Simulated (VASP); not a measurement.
# WS2 (Tungstenite) (R3m) in VASP: further runs, part 2 of 2

VASP 6.6.1.

### 4 Single point, PBE

This run uses another cell than the first one, of 17.74 Å³/atom, 0.962 times its volume.

INCAR

```
SYSTEM = WS2
PREC = Accurate ; ENCUT = 520
EDIFF = 1E-6 ; ISMEAR = -1
SIGMA = 0.05 ; LREAL = .False.
LASPH = .True. ; NELM = 100
ALGO = Normal ; ISIF = 2
LWAVE = .False. ; LCHARG = .True.
GGA = PE ; LELF = .True.
LVHAR = .True. ; NBANDS = 20
```

KPOINTS

```
regular mesh
0
Gamma
  10 10 10
  0 0 0
```

POSCAR

```
WS2
1.0
    1.5790000000      0.9116360751      6.1633333333
   -1.5790000000      0.9116360751      6.1633333333
    0.0000000000     -1.8232721501      6.1633333333
W S
1 2
Direct
    0.0000000000      0.0000000000      0.0000000000
    0.5810000000      0.5810000000      0.5810000000
    0.7503000000      0.7503000000      0.7503000000
```

Potentials or basis: VASP PAW PBE potentials, release 64 (W_sv, S).

Run with:

```
$ cat potpaw_PBE.64/W_sv/POTCAR potpaw_PBE.64/S/POTCAR > POTCAR
$ mpirun -np 1 vasp_std > vasp.out
```

OUTCAR:

```text
SYSTEM = WS2
   PREC = Accurate
   ENCUT = 520
   EDIFF = 1E-6
   ISMEAR = -1
   LREAL = .False.
   LASPH = .True.
   NELM = 100
   ISIF = 2
   GGA = PE

 ion  position               nearest neighbor table
   1  0.000  0.000  0.000-   3 2.39   3 2.39   3 2.39   2 2.42   2 2.42   2 2.42
   2  0.581  0.581  0.581-   1 2.42   1 2.42   1 2.42
   3  0.750  0.750  0.750-   1 2.39   1 2.39   1 2.39

  LATTYP: Found a trigonal (rhomboedric) cell.
 ALAT       =     6.4273633094
 COS(alpha) =     0.8792940837

  Lattice vectors:

 A1 = (   1.5790000000,   0.9116360751,   6.1633333333)
 A2 = (  -1.5790000000,   0.9116360751,   6.1633333333)
 A3 = (   0.0000000000,  -1.8232721501,   6.1633333333)

Analysis of symmetry for initial positions (statically):
=====================================================================
 Subroutine PRICEL returns:
 Original cell was already a primitive cell.

 Routine SETGRP: Setting up the symmetry group for a
 trigonal (rhombohedral) supercell.

 Subroutine GETGRP returns: Found  6 space group operations
 (whereof  6 operations were pure point group operations)
 out of a pool of 12 trial point group operations.

The static configuration has the point symmetry C_3v.

Analysis of symmetry for dynamics (positions and initial velocities):
=====================================================================
 Subroutine PRICEL returns:
 Original cell was already a primitive cell.

 Routine SETGRP: Setting up the symmetry group for a
 trigonal (rhombohedral) supercell.

 Subroutine GETGRP returns: Found  6 space group operations
 (whereof  6 operations were pure point group operations)
 out of a pool of 12 trial point group operations.

The dynamic configuration has the point symmetry C_3v.

 Subroutine INISYM returns: Found  6 space group operations
 (whereof  6 operations are pure point group operations),
 and found     1 'primitive' translations

----------------------------------------------------------------------------------------
[... 113 lines left out ...]
   IMIX   =      4    mixing-type and parameters
     AMIX     =   0.40;   BMIX     =  1.00
     AMIX_MAG =   1.60;   BMIX_MAG =  1.00
  volume/ion in A,a.u.               =      17.74       119.74
  Fermi-wavevector in a.u.,A,eV,Ry     =   1.289266  2.436359 22.615687  1.662206
  Thomas-Fermi vector in A             =   2.421169
   LORBIT       =      0    0 simple, 1 ext, 2 COOP (PROOUT), +10 PAW based schemes
   GGA     = PE    functional components
   LHFCALC =     F    Hartree Fock is set to
   AEXX    =    0.0000 exact exchange contribution
   IVDW    =     0    specifies the selected vdW correction
   LEPSILON=     F    determine dielectric tensor
   LRPA    =     F    only Hartree local field effects (RPA)
 non-spin polarized calculation
  energy-cutoff  :      520.00
  volume of cell :       53.23
 maximum number of plane-waves:      1450
   NGX = 23   NGY = 23   NGZ = 23

 number of electron      26.0000001 magnetization

 Free energy of the ion-electron system (eV)
  ---------------------------------------------------
  ext. energy  EPLUGINS =         0.00000000
  ---------------------------------------------------
  free energy    TOTEN  =       -23.60689708 eV

  energy without entropy =      -23.60689683  energy(sigma->0) =      -23.60689696

 E-fermi :   7.9872     XC(G=0): -10.9434

 val. band max:        7.4978994400   @ k =   0.5000   0.5000   0.5000
 cond. band min:       8.5765888730   @ k =  -0.2000   0.2000   0.0000
 fundamental gap:      1.0786894329
 Fermi energy:         7.9871641542

 k-point     1 :       0.0000    0.0000    0.0000
  band No.  band energies     occupation
      1     -67.1410      2.00000
      2     -31.4014      2.00000
      3     -31.2268      2.00000
      4     -31.2268      2.00000
      5      -8.1645      2.00000
      6      -6.1758      2.00000
[... 541 lines left out ...]
     19      14.8623      0.00000
     20      16.0316      0.00000

 [... further k-points ...]

------------------------ aborting loop because EDIFF is reached ----------------------------------------

  FORCE on cell =-STRESS in cart. coord.  units (eV):
  Direction    XX          YY          ZZ          XY          YZ          ZX
  --------------------------------------------------------------------------------------
  -------------------------------------------------------------------------------------
  Total        1.4526106      1.4526106      1.6244390      0.0000000      0.0000000      0.0000000
  in kB       43.7209161     43.7209161     48.8926358      0.0000000      0.0000000      0.0000000
  external PRESSURE =      45.4448227 kB  Pullay stress =       0.0000000 kB

 VOLUME and BASIS-vectors are now :
 -----------------------------------------------------------------------------
  energy-cutoff  :      520.00
  volume of cell :       53.23
      direct lattice vectors                 reciprocal lattice vectors
     1.579000000  0.911636075  6.163333333     0.316656111  0.182821491  0.054083288
    -1.579000000  0.911636075  6.163333333    -0.316656111  0.182821491  0.054083288
     0.000000000 -1.823272150  6.163333333     0.000000000 -0.365642982  0.054083288

 POSITION                                       TOTAL-FORCE (eV/Angst)
 -----------------------------------------------------------------------------------
      0.00000      0.00000      0.00000         0.000000     -0.000000     -0.610575
      0.00000      0.00000     10.74269         0.000000      0.000000      0.099461
      0.00000      0.00000     13.87305         0.000000      0.000000      0.511114
 -----------------------------------------------------------------------------------
    total drift:                                0.000000     -0.000000     -0.000024

  FREE ENERGIE OF THE ION-ELECTRON SYSTEM (eV)
  ---------------------------------------------------
  free  energy   TOTEN  =       -23.6068970825 eV

  energy  without entropy=      -23.6068968293  energy(sigma->0) =      -23.60689696
```

Run time: 2.3 min. Hardware: 1 thread of Intel Xeon 6975P-C (Granite Rapids), shared host; peak memory 0.38 GiB.

What came out:

* Free energy: -23.6069 eV
* Pressure: 4.5 GPa
* Largest force: 0.611 eV/Å
* Band gap on the k mesh: 1.08 eV, indirect (least direct gap 2.24 eV)

Forces on the atoms (eV/Å):
```
W    0.000  0.000 -0.611
S    0.000  0.000  0.099
S    0.000  0.000  0.511
```

Stress tensor (GPa, compression positive):
```
4.37 0.00 0.00
0.00 4.37 0.00
0.00 0.00 4.89
```

Caveat: spin-orbit coupling is left out, which moves the levels of the heavy elements. A k mesh can miss the band edges.

### 5 Single point, PBE (volume scaled by 1.02)

INCAR

```
PREC = Accurate ; ENCUT = 520
EDIFF = 1E-6 ; ISMEAR = -1
SIGMA = 0.05 ; LREAL = False
LASPH = True ; NELM = 100
ALGO = Normal ; ISIF = 2
LWAVE = False ; LCHARG = False
GGA = PE ; NBANDS = 20
```

KPOINTS

```
regular mesh
0
Gamma
  10 10 10
```

POSCAR

```
WS2
1.0
    1.5894572584      0.9176735760      6.2041512999
   -1.5894572584      0.9176735760      6.2041512999
    0.0000000000     -1.8353471520      6.2041512999
W S
1 2
Direct
    0.0000000000      0.0000000000      0.0000000000
    0.5810000000      0.5810000000      0.5810000000
    0.7503000000      0.7503000000      0.7503000000
```

Run with:

```
$ cat potpaw_PBE.64/W_sv/POTCAR potpaw_PBE.64/S/POTCAR > POTCAR
$ mpirun -np 1 vasp_std > vasp.out
```

Run time: 2.3 min. Hardware: 1 thread of Intel Xeon 6975P-C (Granite Rapids), shared host; peak memory 0.38 GiB.

Results (log left out):

| Property | Result |
| --- | --- |
| Free energy | -23.6263 eV |
| Pressure | 1.2 GPa |
| Largest force | 0.583 eV/Å |
| Band gap on the k mesh | 1.10 eV, indirect (least direct gap 2.18 eV) |

Forces on the atoms (eV/Å):
```
W    0.000  0.000 -0.583
S    0.000  0.000  0.430
S    0.000  0.000  0.153
```

Stress tensor (GPa, compression positive):
```
1.13 0.00 0.00
0.00 1.13 0.00
0.00 0.00 1.35
```

Levels at points of the mesh, in eV from the valence-band top:
```csv
k point,band 10,band 11,band 12,band 13,band 14,band 15,band 16,band 17
"(0.00, 0.00, 0.00)",-2.23,-2.23,-1.56,-1.13,2.17,2.17,2.48,2.48
"(0.50, 0.00, 0.00)",-4.06,-2.55,-1.80,-1.66,2.27,2.58,3.61,3.81
"(0.50, 0.50, 0.00)",-3.98,-3.12,-1.99,-1.50,2.23,2.69,3.21,4.28
"(0.50, 0.50, 0.50)",-3.45,-2.20,-2.20,0.00,2.27,2.27,2.34,2.34
```

Caveat: the cell differs from its parent crystal (volume scaled by 1.02); spin-orbit coupling is left out, which moves the levels of the heavy elements. A k mesh can miss the band edges.

### 6 Single point, PBE (volume scaled by 1.06)

INCAR

```
ALGO = Normal ; EDIFF = 1E-6
ENCUT = 520 ; GGA = PE
ISIF = 2 ; ISMEAR = -1
LASPH = T ; LCHARG = T
LELF = T ; LREAL = F
LVHAR = T ; LWAVE = F
NBANDS = 20 ; NELM = 100
PREC = Accurate ; SIGMA = 0.05
```

KPOINTS

```
k-points
0
Gamma
  10 10 10
```

POSCAR

```
WS2
1.0
    1.6099686466      0.9295158316      6.2842136955
   -1.6099686466      0.9295158316      6.2842136955
    0.0000000000     -1.8590316630      6.2842136955
W S
1 2
Direct
    0.0000000000      0.0000000000      0.0000000000
    0.5810000000      0.5810000000      0.5810000000
    0.7503000000      0.7503000000      0.7503000000
```

Potentials or basis: VASP PAW PBE potentials, release 64 (W_sv, S).

Run with:

```
$ cat potpaw_PBE.64/W_sv/POTCAR potpaw_PBE.64/S/POTCAR > POTCAR
$ mpirun -np 1 vasp_std > vasp.out
```

It took 3.2 min on 1 thread of Intel Xeon 6975P-C (Granite Rapids), shared host; peak memory 0.4 GiB.

Results (log left out):

```yaml
Free_energy: -23.6039 eV
Pressure: -4.5 GPa
Largest_force: 1.020 eV/Å
Band_gap_on_the_k_mesh: 1.12 eV, indirect (least direct gap 2.07 eV)
```

Forces in eV/Å, atoms in the order of the input:
```
W    0.000  0.000 -0.532
S    0.000  0.000  1.020
S    0.000  0.000 -0.488
```

Stress tensor (GPa, compression positive):
```
-4.42  0.00  0.00
 0.00 -4.42  0.00
 0.00  0.00 -4.71
```

Levels at points of the mesh, in eV from the valence-band top:
| k point | band 10 | band 11 | band 12 | band 13 | band 14 | band 15 | band 16 | band 17 |
| --- | --- | --- | --- | --- | --- | --- | --- | --- |
| (0.00, 0.00, 0.00) | -2.13 | -2.13 | -1.51 | -1.01 | 2.12 | 2.12 | 2.38 | 2.38 |
| (0.50, 0.00, 0.00) | -3.87 | -2.47 | -1.74 | -1.54 | 2.18 | 2.50 | 3.53 | 3.68 |
| (0.50, 0.50, 0.00) | -3.79 | -2.99 | -1.92 | -1.40 | 2.14 | 2.59 | 3.15 | 4.10 |
| (0.50, 0.50, 0.50) | -3.28 | -2.09 | -2.09 | 0.00 | 2.19 | 2.19 | 2.27 | 2.27 |

Caveat: the cell differs from its parent crystal (volume scaled by 1.06); spin-orbit coupling is left out, which moves the levels of the heavy elements; forces of over 1 eV/Å act on the atoms, so gaps and moduli don't describe the material at rest. A k mesh can miss the band edges.

### 7 Overview

| level | potentials or basis | cell | gap on the mesh (eV) | pressure (GPa) | largest force (eV/Å) |
| --- | --- | --- | --- | --- | --- |
| LDA | VASP PAW LDA potentials, release 64 (W_sv, S) | a = 6.512 Å, angles 28.4°, 3 atoms | 1.03 | -9.1 | 1.14 |
| PBE | VASP PAW PBE potentials, release 64 (W_sv, S) | a = 6.384 Å, angles 28.4°, 3 atoms | 1.06 | 8.3 | 0.90 |
| PBE | VASP PAW PBE potentials, release 64 (W_sv, S) | a = 6.427 Å, angles 28.4°, 3 atoms | 1.08 | 4.5 | 0.61 |
| PBE | VASP PAW PBE potentials, release 64 (W_sv, S) | a = 6.470 Å, angles 28.4°, 3 atoms | 1.10 | 1.2 | 0.58 |
| PBE | VASP PAW PBE potentials, release 64 (W_sv, S) | a = 6.553 Å, angles 28.4°, 3 atoms | 1.12 | -4.5 | 1.02 |

Alike in all rows: task single point; no spin polarisation; k mesh 10 × 10 × 10; cutoff (eV) 520; smearing fermi-dirac 0.05 eV.

Caveats: spin-orbit coupling is left out, which moves the levels of the heavy elements; forces of over 1 eV/Å act on the atoms, so gaps and moduli don't describe the material at rest (some runs).

Total energies depend on the potentials used, so only differences within one code and one set of settings carry meaning.
